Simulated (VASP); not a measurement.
# Zr2HS4: single point with PBE+D3(BJ)

Zr2HS4, a slab with vacuum:

```xyz
14
Lattice="7.2977 0.0000 0.0000 -3.6488 6.3200 0.0000 0.0000 0.0000 20.9172" Properties=species:S:1:pos:R:3 pbc="T T T"
S     1.8244    1.0533    4.0000
S     0.0000    4.2133    4.0000
S     5.4733    1.0533    4.0000
S     3.6488    4.2133    4.0000
S     0.0000    2.1067    6.9172
S    -1.8244    5.2666    6.9172
S     3.6488    2.1067    6.9172
S     1.8244    5.2666    6.9172
Zr    0.0000    0.0000    5.4586
Zr   -1.8244    3.1600    5.4586
Zr    3.6488    0.0000    5.4586
Zr    1.8244    3.1600    5.4586
H    -0.3248    4.4008    7.3672
H     0.3248    4.0258    7.3672
```

- Program: VASP 6.6.1
- Task: single point
- Functional: PBE
- Dispersion: D3(BJ)
- Potentials or basis: VASP PAW PBE potentials, release 64 (S, Zr_sv, H)
- Cutoff: 400 eV
- k mesh: 6 × 6 × 1
- Occupations: gaussian, width 0.05 eV
- Spin: no spin polarisation
- Dipole correction: yes
- Further INCAR settings: ALGO = Normal; EDIFF = 1e-06; NBANDS = 62; NELMDL = -8

The largest force is 1.358 eV/Å and the band gap on the k mesh is 0.56 eV (least direct gap 0.63 eV). The dispersion energy per atom is -0.224 eV.

Forces on the atoms (eV/Å):
```
S    0.027  0.015  0.068
S   -0.008  0.004  0.058
S   -0.008  0.004  0.081
S    0.001 -0.030  0.068
S   -0.120 -1.246 -0.404
S   -1.079  0.623 -0.324
S   -0.002  0.001  0.034
S    1.019  0.727 -0.404
Zr  -0.098  0.056 -0.332
Zr  -0.412 -0.366 -0.513
Zr   0.111  0.540 -0.513
Zr   0.389 -0.225 -0.463
H    0.212 -0.122  1.336
H   -0.033  0.019  1.307
```

Levels at points of the mesh, in eV from the valence-band top:
```
           k point  band 46  band 47  band 48  band 49  band 50  band 51  band 52  band 53
(0.00, 0.00, 0.00)    -1.45    -0.59    -0.57    -0.08     0.56     0.58     0.60     1.16
(0.50, 0.00, 0.00)    -1.36    -1.15    -1.07    -0.21     0.94     0.98     1.75     1.80
(0.50, 0.50, 0.00)    -1.38    -1.12    -1.08    -0.29     0.95     0.97     1.76     1.78
```

Wall time 18 min on 1 thread of Oxide Virtual Turin-like Processor (shared host), peak memory 0.87 GiB.
